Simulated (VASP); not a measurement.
# InSb (I4/mmm) in VASP: notebook

Runs on InSb. Level: PBE. Tasks: single point.

Program: VASP 6.6.1. These are calculated values, not measurements. Logs are shortened: lines on timing, memory, paths and dates and some standing lists are left out, and cuts for length are marked.

### Step 1. The cell of the first run

It takes space group I4/mmm (No. 139, tetragonal). The conventional cell has a = 4.404 Å, b = 4.404 Å, c = 5.517 Å, α = 90.00°, β = 90.00°, γ = 90.00°. In (site symmetry 4/mmm) has 6 Sb at 2.76 to 3.11 Å within 3.6 Å. Sb (site symmetry 4/mmm) has 6 In at 2.76 to 3.11 Å within 3.6 Å.

### Step 2. Single point, PBE (26.75 Å³/atom)

Contents of INCAR:

```
PREC = Accurate
ENCUT = 520
EDIFF = 1E-6
ISMEAR = 0
SIGMA = 0.15
LREAL = False
LASPH = True
NELM = 80
ALGO = Normal
ISIF = 2
LWAVE = False
LCHARG = False
GGA = PE
NBANDS = 16
```

Contents of KPOINTS:

```
Automatic mesh
0
Gamma
  14 14 14
```

Contents of POSCAR:

```
InSb
1.0
    0.0000000000      3.1143883791      2.7584137874
    3.1143883791      0.0000000000      2.7584137874
    3.1143883791      3.1143883791      0.0000000000
In Sb
1 1
Direct
    0.0000000000      0.0000000000      0.0000000000
    0.5000000000      0.5000000000      0.5000000000
```

Potentials or basis: VASP PAW PBE potentials, release 64 (In_d, Sb).

The run is started by

```sh
$ cat potpaw_PBE.64/In_d/POTCAR potpaw_PBE.64/Sb/POTCAR > POTCAR
$ mpirun -np 1 vasp_std > vasp.out
```

OUTCAR:

```text
PREC = Accurate
   ENCUT = 520
   EDIFF = 1E-6
   ISMEAR = 0
   LREAL = False
   LASPH = True
   NELM = 80
   ISIF = 2
   GGA = PE

 ion  position               nearest neighbor table
   1  0.000  0.000  0.000-   2 2.76   2 2.76   2 3.11   2 3.11   2 3.11   2 3.11
   2  0.500  0.500  0.500-   1 2.76   1 2.76   1 3.11   1 3.11   1 3.11   1 3.11

  LATTYP: Found a body centered tetragonal cell.
 ALAT       =     4.4044102842
 C/A-ratio  =     1.2525689522

  Lattice vectors:

 A1 = (   0.0000000000,  -3.1143883791,  -2.7584137874)
 A2 = (   0.0000000000,   3.1143883791,  -2.7584137874)
 A3 = (   3.1143883791,   0.0000000000,   2.7584137874)

Analysis of symmetry for initial positions (statically):
=====================================================================
 Subroutine PRICEL returns:
 Original cell was already a primitive cell.

 Routine SETGRP: Setting up the symmetry group for a
 body centered tetragonal supercell.

 Subroutine GETGRP returns: Found 16 space group operations
 (whereof 16 operations were pure point group operations)
 out of a pool of 16 trial point group operations.

The static configuration has the point symmetry D_4h.

Analysis of symmetry for dynamics (positions and initial velocities):
=====================================================================
 Subroutine PRICEL returns:
 Original cell was already a primitive cell.

 Routine SETGRP: Setting up the symmetry group for a
 body centered tetragonal supercell.

 Subroutine GETGRP returns: Found 16 space group operations
 (whereof 16 operations were pure point group operations)
 out of a pool of 16 trial point group operations.

The dynamic configuration has the point symmetry D_4h.

 Subroutine INISYM returns: Found 16 space group operations
 (whereof 16 operations are pure point group operations),
 and found     1 'primitive' translations

----------------------------------------------------------------------------------------

                                     Primitive cell

  volume of cell :      53.5100

  direct lattice vectors                    reciprocal lattice vectors
     0.000000000  3.114388379  2.758413787    -0.160545166  0.160545166  0.181263595
     3.114388379  0.000000000  2.758413787     0.160545166 -0.160545166  0.181263595
     3.114388379  3.114388379  0.000000000     0.160545166  0.160545166 -0.181263595

  length of vectors
     4.160319891  4.160319891  4.404410284     0.290527093  0.290527093  0.290527093

  position of ions in fractional coordinates (direct lattice)
     0.000000000  0.000000000  0.000000000
     0.500000000  0.500000000  0.500000000

  ion indices of the primitive-cell ions
   primitive index   ion index
                 1           1
                 2           2

----------------------------------------------------------------------------------------

 KPOINTS: Automatic mesh

Automatic generation of k-mesh.
 Grid dimensions read from file:
 generate k-points for:   14   14   14

 Generating k-lattice:

  Cartesian coordinates                     Fractional coordinates (reciprocal lattice)
    -0.011467512  0.011467512  0.012947400     0.071428571  0.000000000  0.000000000
     0.011467512 -0.011467512  0.012947400     0.000000000  0.071428571  0.000000000
     0.011467512  0.011467512 -0.012947400     0.000000000  0.000000000  0.071428571

  Length of vectors
     0.020751935  0.020751935  0.020751935

  Shift w.r.t. Gamma in fractional coordinates (k-lattice)
     0.000000000  0.000000000  0.000000000

 Subroutine IBZKPT returns following result:
 ===========================================

 Found    244 irreducible k-points:

 Following reciprocal coordinates:
            Coordinates               Weight
  0.000000  0.000000  0.000000      1.000000
  0.071429  0.000000  0.000000      8.000000
  0.142857  0.000000  0.000000      8.000000
  0.214286  0.000000  0.000000      8.000000
  0.285714  0.000000  0.000000      8.000000
  0.357143  0.000000  0.000000      8.000000
[... 16 lines left out ...]
  0.214286  0.142857  0.000000      8.000000
  0.285714  0.142857  0.000000      8.000000
 [... further k-points ...]
   k-points           NKPTS =    244   k-points in BZ     NKDIM =    244   number of bands    NBANDS=     16
   number of dos      NEDOS =    301   number of ions     NIONS =      2
   total plane-waves  NPLWV =  36864
   dimension x,y,z NGX =    32 NGY =   32 NGZ =   36
   dimension x,y,z NGXF=    64 NGYF=   64 NGZF=   72
   ions per type =               1   1
   NGX,Y,Z   is equivalent  to a cutoff of  12.79, 12.79, 13.59 a.u.
   NGXF,Y,Z  is equivalent  to a cutoff of  25.57, 25.57, 27.18 a.u.
 SYSTEM =  unknown system
   PREC   = accura    normal or accurate (medium, high low for compatibility)
   ISTART =      0    job   : 0-new  1-cont  2-samecut
   ICHARG =      2    charge: 1-file 2-atom 10-const
   ISPIN  =      1    spin polarized calculation?
   LNONCOLLINEAR =      F non collinear calculations
[... 114 lines left out ...]
      6      -3.0246      2.00000
[... 8 lines left out ...]
     15      15.6925      0.00000
     16      15.8242      0.00000

 k-point     6 :       0.3571    0.0000    0.0000
  band No.  band energies     occupation
      1      -7.1414      2.00000
      2      -7.0272      2.00000
      3      -7.0016      2.00000
      4      -6.9585      2.00000
      5      -6.9394      2.00000
      6      -2.5738      2.00000
[... 8 lines left out ...]
     15      16.6497      0.00000
     16      16.8453      0.00000

 k-point     7 :       0.4286    0.0000    0.0000
  band No.  band energies     occupation
      1      -7.1477      2.00000
      2      -7.0320      2.00000
      3      -7.0014      2.00000
      4      -6.9509      2.00000
      5      -6.9374      2.00000
      6      -2.1382      2.00000
[... 8 lines left out ...]
     15      17.7022      0.00000
     16      17.9789      0.00000

 k-point     8 :       0.5000    0.0000    0.0000
  band No.  band energies     occupation
      1      -7.1500      2.00000
      2      -7.0337      2.00000
      3      -7.0015      2.00000
      4      -6.9482      2.00000
      5      -6.9366      2.00000
      6      -1.9304      2.00000
[... 8 lines left out ...]
     15      17.6244      0.00000
     16      18.8754      0.00000

 k-point     9 :       0.0714    0.0714    0.0000
  band No.  band energies     occupation
      1      -7.1094      2.00000
      2      -7.0074      2.00000
      3      -7.0074      2.00000
      4      -6.9900      2.00000
      5      -6.9477      2.00000
      6      -3.8335      2.00000
[... 8 lines left out ...]
     15      14.2497      0.00000
     16      14.9868      0.00000
[... 172 lines left out ...]
 k-point    19 :      -0.2143    0.0714    0.0000
  band No.  band energies     occupation
      1      -7.1331      2.00000
      2      -7.0123      2.00000
      3      -7.0038      2.00000
      4      -6.9837      2.00000
      5      -6.9403      2.00000
      6      -3.2612      2.00000
[... 8 lines left out ...]
     15      15.6889      0.00000
     16      16.0866      0.00000

 k-point    20 :      -0.1429    0.0714    0.0000
  band No.  band energies     occupation
      1      -7.1230      2.00000
      2      -7.0064      2.00000
      3      -7.0058      2.00000
      4      -6.9939      2.00000
      5      -6.9419      2.00000
      6      -3.5693      2.00000
[... 8 lines left out ...]
     15      15.4483      0.00000
     16      16.4361      0.00000

 k-point    21 :      -0.0714    0.0714    0.0000
  band No.  band energies     occupation
      1      -7.1149      2.00000
      2      -7.0083      2.00000
      3      -7.0060      2.00000
      4      -6.9952      2.00000
      5      -6.9438      2.00000
      6      -3.7711      2.00000
[... 8 lines left out ...]
     15      14.9656      0.00000
     16      16.0476      0.00000

 k-point    22 :       0.1429    0.1429    0.0000
  band No.  band energies     occupation
      1      -7.1186      2.00000
      2      -7.0009      2.00000
      3      -7.0009      2.00000
      4      -6.9847      2.00000
      5      -6.9525      2.00000
      6      -3.5706      2.00000
[... 8 lines left out ...]
     15      15.5110      0.00000
     16      15.5110      0.00000

 k-point    23 :       0.2143    0.1429    0.0000
  band No.  band energies     occupation
      1      -7.1299      2.00000
      2      -6.9995      2.00000
      3      -6.9964      2.00000
      4      -6.9782      2.00000
      5      -6.9547      2.00000
      6      -3.3318      2.00000
[... 8 lines left out ...]
     15      16.0699      0.00000
     16      16.1203      0.00000

 k-point    24 :       0.2857    0.1429    0.0000
  band No.  band energies     occupation
      1      -7.1449      2.00000
      2      -7.0033      2.00000
      3      -6.9928      2.00000
      4      -6.9673      2.00000
      5      -6.9547      2.00000
      6      -2.9814      2.00000
[... 8 lines left out ...]
     15      16.7955      0.00000
     16      16.8431      0.00000

 [... further k-points ...]

------------------------ aborting loop because EDIFF is reached ----------------------------------------

  FORCE on cell =-STRESS in cart. coord.  units (eV):
  Direction    XX          YY          ZZ          XY          YZ          ZX
  --------------------------------------------------------------------------------------
  -------------------------------------------------------------------------------------
  Total        0.3016946      0.3016946      6.3888286      0.0000000      0.0000000      0.0000000
  in kB        9.0332328      9.0332328    191.2920268      0.0000000      0.0000000      0.0000000
  external PRESSURE =      69.7861642 kB  Pullay stress =       0.0000000 kB

 VOLUME and BASIS-vectors are now :
 -----------------------------------------------------------------------------
  energy-cutoff  :      520.00
  volume of cell :       53.51
      direct lattice vectors                 reciprocal lattice vectors
     0.000000000  3.114388379  2.758413787    -0.160545166  0.160545166  0.181263595
     3.114388379  0.000000000  2.758413787     0.160545166 -0.160545166  0.181263595
     3.114388379  3.114388379  0.000000000     0.160545166  0.160545166 -0.181263595

 POSITION                                       TOTAL-FORCE (eV/Angst)
 -----------------------------------------------------------------------------------
      0.00000      0.00000      0.00000        -0.000000      0.000000      0.000000
      3.11439      3.11439      2.75841         0.000000     -0.000000     -0.000000
 -----------------------------------------------------------------------------------
    total drift:                                0.000000     -0.000000     -0.000000

  FREE ENERGIE OF THE ION-ELECTRON SYSTEM (eV)
  ---------------------------------------------------
  free  energy   TOTEN  =        -6.3753231867 eV

  energy  without entropy=       -6.3594013223  energy(sigma->0) =       -6.36736225
```

It took 2.4 min on 1 thread of Intel Xeon Platinum 8259CL at 2.50GHz (Skylake/Cascade Lake), shared host; peak memory 0.35 GiB.

What came out:

```
Free energy            : -6.3753 eV
Pressure               : 7.0 GPa
Band gap on the k mesh : zero (bands 9 and 10 overlap by 3.30 eV)
```

Stress tensor (GPa, compression positive):
```
 0.90  0.00  0.00
 0.00  0.90  0.00
 0.00  0.00 19.13
```

Caveat: the cell stands under pressure; spin-orbit coupling is left out, which moves the levels of the heavy elements.

### Step 3. Single point, PBE (26.76 Å³/atom)

Contents of INCAR:

```
ALGO = Normal ; EDIFF = 1E-6
ENCUT = 520 ; GGA = PE
ISIF = 2 ; ISMEAR = 0
LASPH = T ; LCHARG = F
LREAL = F ; LWAVE = F
NBANDS = 16 ; NELM = 60
PREC = Accurate ; SIGMA = 0.15
```

Contents of KPOINTS:

```
k-points
0
Gamma
  14 14 14
```

Contents of POSCAR:

```
InSb
1.0
    0.0000000000      2.8723476604      3.2428805086
    2.8723476604      0.0000000000      3.2428805086
    2.8723476604      2.8723476604      0.0000000000
In Sb
1 1
Direct
    0.0000000000      0.0000000000      0.0000000000
    0.5000000000      0.5000000000      0.5000000000
```

Potentials or basis: VASP PAW PBE potentials, release 64 (In_d, Sb).

The run is started by

```sh
$ cat potpaw_PBE.64/In_d/POTCAR potpaw_PBE.64/Sb/POTCAR > POTCAR
$ mpirun -np 1 vasp_std > vasp.out
```

Wall time 2.6 min (1 thread of Intel Xeon Platinum 8259CL at 2.50GHz (Skylake/Cascade Lake), shared host); peak memory 0.35 GiB.

It converged, with:

* Free energy: -6.4342 eV
* Pressure: 6.6 GPa
* Band gap on the k mesh: zero (bands 9 and 10 overlap by 2.88 eV)

Stress tensor (GPa, compression positive):
```
10.54  0.00  0.00
 0.00 10.54  0.00
 0.00  0.00 -1.25
```

Levels at points of the mesh, in eV from the Fermi level:
```
           k point  band 7  band 8  band 9  band 10  band 11  band 12
(0.00, 0.00, 0.00)   -0.49   -0.49    0.20     0.63     4.27     5.76
(0.50, 0.00, 0.00)   -6.88   -0.12    0.73     1.49     2.89     2.94
(0.50, 0.50, 0.00)   -4.84   -2.32   -2.03    -2.03     3.45     9.18
(0.50, 0.00, 0.50)   -4.92   -3.65   -3.21    -1.84     2.99     6.79
```

Caveat: the cell stands under pressure; spin-orbit coupling is left out, which moves the levels of the heavy elements.

### Step 4. Single point, PBE (27.53 Å³/atom)

This run uses another cell than the first one, of 27.53 Å³/atom.

Contents of INCAR:

```
PREC = Accurate ; ENCUT = 520
EDIFF = 1E-6 ; ISMEAR = 0
SIGMA = 0.15 ; LREAL = F
LASPH = T ; NELM = 60
ALGO = Normal ; ISIF = 2
LWAVE = F ; LCHARG = T
GGA = PE ; LELF = T
LVHAR = T ; NBANDS = 16
```

Contents of KPOINTS:

```
Automatic mesh
0
Gamma
  14 14 14
```

Contents of POSCAR:

```
InSb
1.0
    0.0000000000      2.9590962451      3.1440397604
    2.9590962451      0.0000000000      3.1440397604
    2.9590962451      2.9590962451      0.0000000000
In Sb
1 1
Direct
    0.0000000000      0.0000000000      0.0000000000
    0.5000000000      0.5000000000      0.5000000000
```

The run is started by

```sh
$ cat potpaw_PBE.64/In_d/POTCAR potpaw_PBE.64/Sb/POTCAR > POTCAR
$ mpirun -np 1 vasp_std > vasp.out
```

It took 2.3 min on 1 thread of Intel Xeon Platinum 8259CL at 2.50GHz (Skylake/Cascade Lake), shared host; peak memory 0.35 GiB.

It converged, with:

- Free energy: -6.6003 eV
- Pressure: 3.3 GPa
- Band gap on the k mesh: zero (bands 9 and 10 overlap by 2.76 eV)

Stress tensor (GPa, compression positive):
```
 5.20  0.00  0.00
 0.00  5.20  0.00
 0.00  0.00 -0.36
```

Levels at points of the mesh, in eV from the Fermi level:
```csv
k point,band 5,band 6,band 7,band 8,band 9,band 10,band 11,band 12,band 13,band 14
"(0.00, 0.00, 0.00)",-14.45,-11.27,-0.27,-0.27,-0.10,0.34,5.11,5.96,6.34,6.34
"(0.50, 0.00, 0.00)",-14.43,-9.34,-6.65,0.14,0.53,1.90,2.63,2.68,3.53,10.20
"(0.50, 0.50, 0.00)",-14.41,-8.93,-4.67,-2.87,-2.09,-2.09,3.33,8.76,8.76,10.05
"(0.50, 0.00, 0.50)",-14.41,-8.36,-4.70,-3.49,-2.68,-2.00,3.09,7.55,9.47,10.51
```

Caveat: the cell stands under pressure; spin-orbit coupling is left out, which moves the levels of the heavy elements.

### Step 5. Single point, PBE (27.53 Å³/atom)

This run uses another cell than the first one, of 27.53 Å³/atom.

Contents of INCAR:

```
ALGO = Normal
EDIFF = 1E-6
ENCUT = 520
GGA = PE
ISIF = 2
ISMEAR = 0
LASPH = True
LCHARG = False
LREAL = False
LWAVE = False
NBANDS = 16
NELM = 60
PREC = Accurate
SIGMA = 0.15
```

Contents of KPOINTS:

```
k-points
0
Gamma
  14 14 14
```

Contents of POSCAR:

```
InSb
1.0
    0.0000000000      3.0812254711      2.8997412909
    3.0812254711      0.0000000000      2.8997412909
    3.0812254711      3.0812254711      0.0000000000
In Sb
1 1
Direct
    0.0000000000      0.0000000000      0.0000000000
    0.5000000000      0.5000000000      0.5000000000
```

The run is started by

```sh
$ cat potpaw_PBE.64/In_d/POTCAR potpaw_PBE.64/Sb/POTCAR > POTCAR
$ mpirun -np 1 vasp_std > vasp.out
```

It took 2.2 min on 1 thread of Intel Xeon Platinum 8259CL at 2.50GHz (Skylake/Cascade Lake), shared host; peak memory 0.35 GiB.

Results (log left out):

```
Free energy            : -6.5922 eV
Pressure               : 3.4 GPa
Band gap on the k mesh : zero (bands 9 and 10 overlap by 3.02 eV)
```

Stress tensor (GPa, compression positive):
```
1.03 0.00 0.00
0.00 1.03 0.00
0.00 0.00 8.05
```

Levels at points of the mesh, in eV from the Fermi level:
```csv
k point,band 6,band 7,band 8,band 9,band 10,band 11,band 12,band 13
"(0.00, 0.00, 0.00)",-11.28,-0.52,-0.11,0.15,0.15,5.61,5.61,6.08
"(0.50, 0.00, 0.00)",-9.35,-6.66,0.18,0.46,2.02,2.23,2.93,3.54
"(0.50, 0.50, 0.00)",-8.21,-4.70,-3.69,-2.45,-2.45,2.98,8.40,8.40
"(0.50, 0.00, 0.50)",-8.74,-4.69,-3.09,-2.52,-1.83,3.25,7.67,9.67
```

Caveat: the cell stands under pressure; spin-orbit coupling is left out, which moves the levels of the heavy elements.

### Step 6. Single point, PBE (27.53 Å³/atom)

This run uses another cell than the first one, of 27.53 Å³/atom.

Contents of INCAR:

```
ALGO     = Normal         # electronic algorithm
EDIFF    = 1E-7           # SCF threshold, eV
ENCUT    = 520            # plane-wave cutoff, eV
GGA      = PE             # functional
ISIF     = 2              # what is computed and relaxed
ISMEAR   = 0              # smearing method
LASPH    = T              # aspherical terms in the spheres
LCHARG   = T              # write CHGCAR
LELF     = T              # ELF
LREAL    = F              # projectors in reciprocal space
LVHAR    = T            
LWAVE    = F              # write WAVECAR
NBANDS   = 16             # bands
NELM     = 100            # most SCF steps
PREC     = Accurate       # precision mode
SIGMA    = 0.15           # smearing width, eV
```

KPOINTS is that of step 5.

Contents of POSCAR:

```
InSb
1.0
    0.0000000000      2.8417764971      3.4089950859
    2.8417764971      0.0000000000      3.4089950859
    2.8417764971      2.8417764971      0.0000000000
In Sb
1 1
Direct
    0.0000000000      0.0000000000      0.0000000000
    0.5000000000      0.5000000000      0.5000000000
```

Potentials or basis: VASP PAW PBE potentials, release 64 (In_d, Sb).

The run is started by

```sh
$ cat potpaw_PBE.64/In_d/POTCAR potpaw_PBE.64/Sb/POTCAR > POTCAR
$ mpirun -np 1 vasp_std > vasp.out
```

It took 4.7 min on 1 thread of Intel Xeon Platinum 8259CL at 2.50GHz (Skylake/Cascade Lake), shared host; peak memory 0.36 GiB.

The run converged. Its results:

```
Free energy            : -6.3120 eV
Pressure               : 6.7 GPa
Band gap on the k mesh : zero (bands 9 and 10 overlap by 2.80 eV)
```

Stress tensor (GPa, compression positive):
```
11.70  0.00  0.00
 0.00 11.70  0.00
 0.00  0.00 -3.44
```

Levels at points of the mesh, in eV from the Fermi level:
| k point | band 6 | band 7 | band 8 | band 9 | band 10 | band 11 | band 12 | band 13 |
| --- | --- | --- | --- | --- | --- | --- | --- | --- |
| (0.00, 0.00, 0.00) | -11.37 | -0.64 | -0.64 | 0.14 | 0.69 | 3.72 | 5.59 | 6.30 |
| (0.50, 0.00, 0.00) | -9.47 | -6.83 | -0.33 | 0.90 | 1.20 | 3.08 | 3.20 | 4.07 |
| (0.50, 0.50, 0.00) | -9.76 | -4.64 | -1.84 | -1.82 | -1.82 | 3.68 | 8.98 | 9.24 |
| (0.50, 0.00, 0.50) | -8.04 | -4.82 | -3.75 | -3.49 | -1.48 | 3.07 | 5.86 | 9.53 |

Caveat: the cell stands under pressure; spin-orbit coupling is left out, which moves the levels of the heavy elements.

### Step 7. Overview

| cell | gap on the mesh (eV) | pressure (GPa) |
| --- | --- | --- |
| a = 4.160, b = 4.160, c = 4.404 Å, angles 58.0, 58.0, 63.9°, 2 atoms | none | 7.0 |
| a = 4.332, b = 4.332, c = 4.062 Å, angles 62.0, 62.0, 55.9°, 2 atoms | none | 6.6 |
| a = 4.318, b = 4.318, c = 4.185 Å, angles 61.0, 61.0, 58.0°, 2 atoms | none | 3.3 |
| a = 4.231, b = 4.231, c = 4.358 Å, angles 59.0, 59.0, 62.0°, 2 atoms | none | 3.4 |
| a = 4.438, b = 4.438, c = 4.019 Å, angles 63.1, 63.1, 53.8°, 2 atoms | none | 6.7 |

Alike in all rows: task single point; level PBE; potentials or basis VASP PAW PBE potentials, release 64 (In_d, Sb); no spin polarisation; k mesh 14 × 14 × 14; cutoff (eV) 520; smearing gaussian 0.15 eV.

Caveats: the cell stands under pressure; spin-orbit coupling is left out, which moves the levels of the heavy elements.

Total energies depend on the potentials used, so only differences within one code and one set of settings carry meaning.
